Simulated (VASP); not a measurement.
# FeO (Wuestite) (Fm-3m) in VASP: notebook

FeO (Wuestite) is run at these levels: PBE; tasks: single point.

Program: VASP 6.6.1. These are calculated values, not measurements. Logs are shortened: lines on timing, memory, paths and dates and some standing lists are left out, and cuts for length are marked.

**The experiment to reproduce.**

From “W\"ustite: Electric, thermodynamic and optical properties of FeO”, 2012, arxiv:1203.1201, for a bulk crystal of FeO: band gap 2.4 eV (optical).

How close the calculation comes is told below.

## Step 1: The cell of the first run

The structure is cubic, space group Fm-3m (No. 225). The conventional cell has a = 4.311 Å, b = 4.311 Å, c = 4.311 Å, α = 90.00°, β = 90.00°, γ = 90.00°. Within 2.9 Å of Fe (site symmetry m-3m) lie 6 O at 2.16 Å. Within 2.9 Å of O (site symmetry m-3m) lie 6 Fe at 2.16 Å.

## Step 2: Single point, PBE, collinear spin, ferromagnetic start

The input, INCAR:

```
PREC     = Accurate       # precision mode
ENCUT    = 520            # plane-wave cutoff, eV
EDIFF    = 1E-6           # SCF threshold, eV
ISMEAR   = 0              # smearing method
SIGMA    = 0.012          # smearing width, eV
LREAL    = F              # projectors in reciprocal space
LASPH    = T              # aspherical terms in the spheres
NELM     = 150            # most SCF steps
ALGO     = Normal         # electronic algorithm
ISIF     = 2              # what is computed and relaxed
LWAVE    = F              # write WAVECAR
LCHARG   = F              # write CHGCAR
ISPIN    = 2              # spin polarisation
MAGMOM   = 3 0            # initial moments
LORBIT   = 11             # projections on sites
LMAXMIX  = 4              # l up to which the mixer works
GGA      = PE             # functional
NBANDS   = 18             # bands
```

The input, KPOINTS:

```
Automatic mesh
0
Gamma
  11 11 11
```

The input, POSCAR:

```
FeO
1.0
    0.0000000000      2.1554000000      2.1554000000
    2.1554000000      0.0000000000      2.1554000000
    2.1554000000      2.1554000000      0.0000000000
Fe O
1 1
Direct
    0.0000000000      0.0000000000      0.0000000000
    0.5000000000      0.5000000000      0.5000000000
```

Potentials or basis: VASP PAW PBE potentials, release 64 (Fe, O).

On the command line:

```sh
$ cat potpaw_PBE.64/Fe/POTCAR potpaw_PBE.64/O/POTCAR > POTCAR
$ mpirun -np 1 vasp_std > vasp.out
```

OUTCAR:

```text
PREC = Accurate
   ENCUT = 520
   EDIFF = 1E-6
   ISMEAR = 0
   LREAL = F
   LASPH = T
   NELM = 150
   ISIF = 2
   ISPIN = 2
   LORBIT = 11
   GGA = PE

 ion  position               nearest neighbor table
   1  0.000  0.000  0.000-   2 2.16   2 2.16   2 2.16   2 2.16   2 2.16   2 2.16
   2  0.500  0.500  0.500-   1 2.16   1 2.16   1 2.16   1 2.16   1 2.16   1 2.16

  LATTYP: Found a face centered cubic cell.
 ALAT       =     4.3108000000

  Lattice vectors:

 A1 = (   0.0000000000,   2.1554000000,   2.1554000000)
 A2 = (   2.1554000000,   0.0000000000,   2.1554000000)
 A3 = (   2.1554000000,   2.1554000000,   0.0000000000)

Analysis of symmetry for initial positions (statically):
=====================================================================
 Subroutine PRICEL returns:
 Original cell was already a primitive cell.

 Routine SETGRP: Setting up the symmetry group for a
 face centered cubic supercell.

 Subroutine GETGRP returns: Found 48 space group operations
 (whereof 48 operations were pure point group operations)
 out of a pool of 48 trial point group operations.

The static configuration has the point symmetry O_h .

Analysis of symmetry for dynamics (positions and initial velocities):
=====================================================================
 Subroutine PRICEL returns:
 Original cell was already a primitive cell.

 Routine SETGRP: Setting up the symmetry group for a
 face centered cubic supercell.

 Subroutine GETGRP returns: Found 48 space group operations
 (whereof 48 operations were pure point group operations)
 out of a pool of 48 trial point group operations.

The dynamic configuration has the point symmetry O_h .

Analysis of structural, dynamic, and magnetic symmetry:
=====================================================================
 Subroutine PRICEL returns:
 Original cell was already a primitive cell.

 Routine SETGRP: Setting up the symmetry group for a
 face centered cubic supercell.

 Subroutine GETGRP returns: Found 48 space group operations
 (whereof 48 operations were pure point group operations)
 out of a pool of 48 trial point group operations.

The overall configuration has the point symmetry O_h .

 Subroutine INISYM returns: Found 48 space group operations
 (whereof 48 operations are pure point group operations),
 and found     1 'primitive' translations

----------------------------------------------------------------------------------------

                                     Primitive cell

  volume of cell :      20.0269

  direct lattice vectors                    reciprocal lattice vectors
     0.000000000  2.155400000  2.155400000    -0.231975503  0.231975503  0.231975503
     2.155400000  0.000000000  2.155400000     0.231975503 -0.231975503  0.231975503
     2.155400000  2.155400000  0.000000000     0.231975503  0.231975503 -0.231975503

  length of vectors
     3.048195912  3.048195912  3.048195912     0.401793358  0.401793358  0.401793358

  position of ions in fractional coordinates (direct lattice)
     0.000000000  0.000000000  0.000000000
     0.500000000  0.500000000  0.500000000

  ion indices of the primitive-cell ions
   primitive index   ion index
                 1           1
                 2           2

----------------------------------------------------------------------------------------

 KPOINTS: Automatic mesh

Automatic generation of k-mesh.
 Grid dimensions read from file:
 generate k-points for:   11   11   11

 Generating k-lattice:

  Cartesian coordinates                     Fractional coordinates (reciprocal lattice)
    -0.021088682  0.021088682  0.021088682     0.090909091  0.000000000  0.000000000
     0.021088682 -0.021088682  0.021088682     0.000000000  0.090909091  0.000000000
     0.021088682  0.021088682 -0.021088682     0.000000000  0.000000000  0.090909091

  Length of vectors
     0.036526669  0.036526669  0.036526669

  Shift w.r.t. Gamma in fractional coordinates (k-lattice)
     0.000000000  0.000000000  0.000000000

 Subroutine IBZKPT returns following result:
 ===========================================

 Found     56 irreducible k-points:

 Following reciprocal coordinates:
            Coordinates               Weight
  0.000000  0.000000  0.000000      1.000000
  0.090909  0.000000  0.000000      8.000000
  0.181818  0.000000  0.000000      8.000000
  0.272727  0.000000  0.000000      8.000000
  0.363636  0.000000  0.000000      8.000000
  0.454545  0.000000  0.000000      8.000000
[... 16 lines left out ...]
 -0.272727  0.181818  0.000000     24.000000
 -0.181818  0.181818  0.000000     12.000000
 [... further k-points ...]
   k-points           NKPTS =     56   k-points in BZ     NKDIM =     56   number of bands    NBANDS=     18
   number of dos      NEDOS =    301   number of ions     NIONS =      2
   total plane-waves  NPLWV =  13824
   dimension x,y,z NGX =    24 NGY =   24 NGZ =   24
   dimension x,y,z NGXF=    48 NGYF=   48 NGZF=   48
[... 23 lines left out ...]
   PSTRESS=    0.0 pullay stress
   NELECT =      14.0000    total number of electrons
   NUPDOWN=      -1.0000    fix difference up-down
   EMIN   =  10.00;   EMAX   =-10.00  energy-range for DOS
   EFERMI =   0.00;   METHOD = LEGACY
   ISMEAR =     0;   SIGMA  =   0.01  broadening in eV -4-tet -1-fermi 0-gaus
   EFERMI_NEDOS =   21; number of points for ismear=-14 and -15
   IALGO  =     38    algorithm
   IMIX   =      4    mixing-type and parameters
     AMIX     =   0.40;   BMIX     =  1.00
     AMIX_MAG =   1.60;   BMIX_MAG =  1.00
  volume/ion in A,a.u.               =      10.01        67.57
  Fermi-wavevector in a.u.,A,eV,Ry     =   1.452935  2.745650 28.722187  2.111021
  Thomas-Fermi vector in A             =   2.570260
   LORBIT       =     11    0 simple, 1 ext, 2 COOP (PROOUT), +10 PAW based schemes
   GGA     = PE    functional components
   LHFCALC =     F    Hartree Fock is set to
   AEXX    =    0.0000 exact exchange contribution
   IVDW    =     0    specifies the selected vdW correction
   LEPSILON=     F    determine dielectric tensor
   LRPA    =     F    only Hartree local field effects (RPA)
 spin polarized calculation
 Gauss-broadening in eV      SIGMA  =   0.01
  energy-cutoff  :      520.00
  volume of cell :       20.03
 maximum number of plane-waves:       556
   NGX = 11   NGY = 11   NGZ = 11

 number of electron      13.9999999 magnetization       3.9996412

 Free energy of the ion-electron system (eV)
  ---------------------------------------------------
  ext. energy  EPLUGINS =         0.00000000
  ---------------------------------------------------
  free energy    TOTEN  =       -14.92957718 eV

  energy without entropy =      -14.92937710  energy(sigma->0) =      -14.92947714

 E-fermi :   6.2013     XC(G=0): -12.1641

 val. band max:        6.1992648294   @ k =  -0.3636   0.2727   0.0909
 cond. band min:       6.2117314719   @ k =  -0.1818   0.0909   0.0000
 fundamental gap:      0.0124666425
 Fermi energy:         6.2013030733

 spin component 1

 k-point     1 :       0.0000    0.0000    0.0000
  band No.  band energies     occupation
      1     -14.5199      1.00000
      2       2.3267      1.00000
      3       2.3267      1.00000
      4       2.3267      1.00000
      5       2.4054      1.00000
      6       2.4054      1.00000
[... 10 lines left out ...]
     17      26.8360      0.00000
     18      29.9579      0.00000
[... 463 lines left out ...]
 k-point    24 :      -0.1818    0.1818    0.0000
  band No.  band energies     occupation
      1     -13.8188      1.00000
      2      -1.0565      1.00000
      3       0.0180      1.00000
      4       0.5148      1.00000
      5       2.6773      1.00000
      6       2.9549      1.00000
[... 10 lines left out ...]
     17      32.7140      0.00000
     18      34.4739      0.00000

 [... further k-points ...]

 spin component 2

 k-point     1 :       0.0000    0.0000    0.0000
  band No.  band energies     occupation
      1     -13.9876      1.00000
      2       2.9633      1.00000
      3       2.9633      1.00000
      4       2.9633      1.00000
      5       5.4658      1.00000
      6       5.4660      1.00000
[... 10 lines left out ...]
     17      28.4260      0.00000
     18      31.0368      0.00000
[... 463 lines left out ...]
 k-point    24 :      -0.1818    0.1818    0.0000
  band No.  band energies     occupation
      1     -13.2739      1.00000
      2      -0.1826      1.00000
      3       1.5136      1.00000
      4       1.5461      1.00000
      5       5.9438      1.00000
      6       6.1581      1.00000
[... 10 lines left out ...]
     17      33.4970      0.00000
     18      35.2269      0.00000

 [... further k-points ...]
[... 5 lines left out ...]
  --------------------------------------------------------------------------------------
  -------------------------------------------------------------------------------------
  Total       -0.0288605     -0.0288605     -0.0288605      0.0000000      0.0000000     -0.0000000
  in kB       -2.3088736     -2.3088736     -2.3088736      0.0000000      0.0000000     -0.0000000
  external PRESSURE =      -2.3088736 kB  Pullay stress =       0.0000000 kB

 VOLUME and BASIS-vectors are now :
 -----------------------------------------------------------------------------
  energy-cutoff  :      520.00
  volume of cell :       20.03
      direct lattice vectors                 reciprocal lattice vectors
     0.000000000  2.155400000  2.155400000    -0.231975503  0.231975503  0.231975503
     2.155400000  0.000000000  2.155400000     0.231975503 -0.231975503  0.231975503
     2.155400000  2.155400000  0.000000000     0.231975503  0.231975503 -0.231975503

 POSITION                                       TOTAL-FORCE (eV/Angst)
 -----------------------------------------------------------------------------------
      0.00000      0.00000      0.00000        -0.000000     -0.000000     -0.000000
      2.15540      2.15540      2.15540         0.000000      0.000000      0.000000
 -----------------------------------------------------------------------------------
    total drift:                                0.000000     -0.000000      0.000000

  FREE ENERGIE OF THE ION-ELECTRON SYSTEM (eV)
  ---------------------------------------------------
  free  energy   TOTEN  =       -14.9295771839 eV

  energy  without entropy=      -14.9293770992  energy(sigma->0) =      -14.92947714

 total charge

# of ion       s       p       d       tot
------------------------------------------
    1        0.287   0.358   6.086   6.731
    2        1.556   3.438   0.000   4.994
--------------------------------------------------
tot          1.844   3.796   6.086  11.725

 magnetization (x)

# of ion       s       p       d       tot
------------------------------------------
    1        0.027   0.021   3.571   3.619
    2        0.030   0.272   0.000   0.301
--------------------------------------------------
tot          0.057   0.293   3.571   3.920
```

Wall time 75 s (1 thread of AMD EPYC 7R13, shared host); peak memory 0.14 GiB.

Results:

| Quantity | Value |
| --- | --- |
| Free energy | -14.9296 eV |
| Pressure | -0.2 GPa |
| Band gap on the k mesh | zero (filled and empty bands overlap) |
| Net moment | 4.00 μB per cell |
| Site moments | Fe +3.62; O +0.30 μB |
| Valence electrons inside the program's atomic spheres | Fe 6.73; O 4.99 |

Caveat: a cell with one magnetic atom can't hold antiferromagnetic order, which such compounds often take; semilocal functionals often make such compounds metallic where correlation or magnetic order opens a gap, which also shifts bond lengths.

## Step 3: Single point, PBE, collinear spin, ferromagnetic start

The input, INCAR:

```
SYSTEM = FeO
PREC = Accurate ; ENCUT = 520
EDIFF = 1E-6 ; ISMEAR = 0
SIGMA = 0.013000000000000001 ; LREAL = .False.
LASPH = .True. ; NELM = 150
ALGO = Normal ; ISIF = 2
LWAVE = .False. ; LCHARG = .False.
ISPIN = 2 ; MAGMOM = 3 0
LORBIT = 11 ; LMAXMIX = 4
GGA = PE ; NBANDS = 18
```

The input, KPOINTS:

```
regular mesh
0
Gamma
  11 11 11
  0 0 0
```

POSCAR is that of step 2.

Potentials or basis: VASP PAW PBE potentials, release 64 (Fe, O).

On the command line:

```sh
$ cat potpaw_PBE.64/Fe/POTCAR potpaw_PBE.64/O/POTCAR > POTCAR
$ mpirun -np 1 vasp_std > vasp.out
```

Wall time 77 s (1 thread of AMD EPYC 7R13, shared host); peak memory 0.14 GiB.

The run converged. Its results:

| Item | Value |
| --- | --- |
| Free energy | -14.9296 eV |
| Pressure | -0.2 GPa |
| Band gap on the k mesh | zero (filled and empty bands overlap) |
| Net moment | 4.00 μB per cell |
| Site moments | Fe +3.62; O +0.30 μB |
| Valence electrons inside the program's atomic spheres | Fe 6.73; O 4.99 |

Levels at points of the mesh, in eV from the Fermi level:
Spin up:
| k point | band 5 | band 6 | band 7 | band 8 | band 9 | band 10 | band 11 | band 12 | band 13 | band 14 |
| --- | --- | --- | --- | --- | --- | --- | --- | --- | --- | --- |
| (0.00, 0.00, 0.00) | -3.80 | -3.80 | -3.80 | -3.68 | -3.68 | 0.09 | 15.47 | 17.03 | 17.03 | 17.03 |
Spin down:
```csv
k point,band 1,band 2,band 3,band 4,band 5,band 6,band 7,band 8,band 9,band 10
"(0.00, 0.00, 0.00)",-20.19,-3.24,-3.24,-3.24,-0.74,-0.74,-0.74,0.19,0.19,0.89
```

Caveat: a cell with one magnetic atom can't hold antiferromagnetic order, which such compounds often take; semilocal functionals often make such compounds metallic where correlation or magnetic order opens a gap, which also shifts bond lengths.

## Step 4: Single point, PBE, collinear spin, ferromagnetic start

The input, INCAR:

```
  PREC = Accurate
  ENCUT = 520
  EDIFF = 1E-6
  ISMEAR = 0
  SIGMA = 0.015
  LREAL = F
  LASPH = T
  NELM = 150
  ALGO = Normal
  ISIF = 2
  LWAVE = F
  LCHARG = F
  ISPIN = 2
  MAGMOM = 3 0
  LORBIT = 11
  LMAXMIX = 4
  GGA = PE
  NBANDS = 18
```

The input, KPOINTS:

```
regular mesh
0
Gamma
  11 11 11
```

POSCAR is that of step 3.

On the command line:

```sh
$ cat potpaw_PBE.64/Fe/POTCAR potpaw_PBE.64/O/POTCAR > POTCAR
$ mpirun -np 1 vasp_std > vasp.out
```

It took 84 s on 1 thread of AMD EPYC 7R13, shared host; peak memory 0.14 GiB.

It converged, with:

| Item | Value |
| --- | --- |
| Free energy | -14.9296 eV |
| Pressure | -0.2 GPa |
| Band gap on the k mesh | zero (filled and empty bands overlap) |
| Net moment | 4.00 μB per cell |
| Site moments | Fe +3.62; O +0.30 μB |
| Valence electrons inside the program's atomic spheres | Fe 6.73; O 4.99 |

Levels at points of the mesh, in eV from the Fermi level:
Spin up:
```tsv
k point	band 7	band 8	band 9	band 10	band 11	band 12
(0.00, 0.00, 0.00)	-3.80	-3.68	-3.68	0.09	15.47	17.03
```
Spin down:
```
           k point  band 3  band 4  band 5  band 6  band 7  band 8
(0.00, 0.00, 0.00)   -3.24   -3.24   -0.74   -0.74   -0.74    0.19
```

Caveat: a cell with one magnetic atom can't hold antiferromagnetic order, which such compounds often take; semilocal functionals often make such compounds metallic where correlation or magnetic order opens a gap, which also shifts bond lengths.

## Step 5: Single point, PBE, collinear spin, ferromagnetic start

The input, INCAR:

```
PREC = Accurate
ENCUT = 520
EDIFF = 1E-6
ISMEAR = 0
SIGMA = 0.017
LREAL = F
LASPH = T
NELM = 150
ALGO = Normal
ISIF = 2
LWAVE = F
LCHARG = T
ISPIN = 2
MAGMOM = 3 0
LORBIT = 11
LMAXMIX = 4
GGA = PE
LELF = T
LVHAR = T
NBANDS = 18
```

KPOINTS is that of step 4.

POSCAR is that of step 4.

On the command line:

```sh
$ cat potpaw_PBE.64/Fe/POTCAR potpaw_PBE.64/O/POTCAR > POTCAR
$ mpirun -np 1 vasp_std > vasp.out
```

It took 88 s on 1 thread of AMD EPYC 7R13, shared host; peak memory 0.14 GiB.

The run converged. Its results:

```yaml
Free_energy: -14.9297 eV
Pressure: -0.2 GPa
Band_gap_on_the_k_mesh: zero (filled and empty bands overlap)
Net_moment: 4.00 μB per cell
Site_moments: Fe +3.62; O +0.30 μB
Valence_electrons_inside_the_program's_atomic_spheres: Fe 6.73; O 4.99
```

Levels at points of the mesh, in eV from the Fermi level:
Spin up:
```
           k point  band 6  band 7  band 8  band 9  band 10  band 11  band 12  band 13
(0.00, 0.00, 0.00)   -3.80   -3.80   -3.68   -3.68     0.09    15.47    17.03    17.03
```
Spin down:
| k point | band 2 | band 3 | band 4 | band 5 | band 6 | band 7 | band 8 | band 9 |
| --- | --- | --- | --- | --- | --- | --- | --- | --- |
| (0.00, 0.00, 0.00) | -3.24 | -3.24 | -3.24 | -0.74 | -0.74 | -0.74 | 0.19 | 0.19 |

Caveat: a cell with one magnetic atom can't hold antiferromagnetic order, which such compounds often take; semilocal functionals often make such compounds metallic where correlation or magnetic order opens a gap, which also shifts bond lengths.

## Step 6: The runs side by side

```csv
smearing,gap on the mesh (eV),pressure (GPa),moment (μB)
gaussian 0.012 eV,none,-0.2,4.00
gaussian 0.013 eV,none,-0.2,4.00
gaussian 0.015 eV,none,-0.2,4.00
gaussian 0.017 eV,none,-0.2,4.00
```

Alike in all rows: task single point; level PBE; potentials or basis VASP PAW PBE potentials, release 64 (Fe, O); spin collinear, ferromagnetic start; cell as given; k mesh 11 × 11 × 11; cutoff (eV) 520.

Every run on the cell as given and a fine mesh finds a metal.

Caveats: a cell with one magnetic atom can't hold antiferromagnetic order, which such compounds often take; semilocal functionals often make such compounds metallic where correlation or magnetic order opens a gap, which also shifts bond lengths.

Absolute energies hang on the potentials; compare differences alone.

## Step 7: How close it comes

Step 2. A measured gap of FeO is 2.4 eV (optical; quoted in “W\"ustite: Electric, thermodynamic and optical properties of FeO”, 2012, arxiv:1203.1201); the calculated 0.00 eV misses it by -2.40 eV. So large a miss can be the level of theory's own, or it may mean another phase, state or a wrong row. The value is that of PBE on a finite k mesh, which can miss the band edges, without temperature or zero-point motion. Semilocal functionals fall short of measured gaps as a rule. The run's magnetic order (collinear spin, ferromagnetic start) needn't be the measured crystal's.

Step 3. Measured gap of FeO: 2.4 eV (optical; quoted in “W\"ustite: Electric, thermodynamic and optical properties of FeO”, 2012, arxiv:1203.1201). This calculation gives 0.00 eV (-2.40 eV). So large a miss can be the level of theory's own, or it may mean another phase, state or a wrong row. The value is that of PBE on a finite k mesh, which can miss the band edges, without temperature or zero-point motion. Semilocal functionals fall short of measured gaps as a rule. The run's magnetic order (collinear spin, ferromagnetic start) needn't be the measured crystal's.

Step 4. A measured gap of FeO is 2.4 eV (optical; quoted in “W\"ustite: Electric, thermodynamic and optical properties of FeO”, 2012, arxiv:1203.1201); the calculated 0.00 eV misses it by -2.40 eV. So large a miss can be the level of theory's own, or it may mean another phase, state or a wrong row. The value is that of PBE on a finite k mesh, which can miss the band edges, without temperature or zero-point motion. Semilocal functionals fall short of measured gaps as a rule. The run's magnetic order (collinear spin, ferromagnetic start) needn't be the measured crystal's.

Step 5. Against the measured gap of FeO, 2.4 eV (optical; quoted in “W\"ustite: Electric, thermodynamic and optical properties of FeO”, 2012, arxiv:1203.1201), the calculated 0.00 eV is off by -2.40 eV. So large a miss can be the level of theory's own, or it may mean another phase, state or a wrong row. The value is that of PBE on a finite k mesh, which can miss the band edges, without temperature or zero-point motion. Semilocal functionals fall short of measured gaps as a rule. The run's magnetic order (collinear spin, ferromagnetic start) needn't be the measured crystal's.
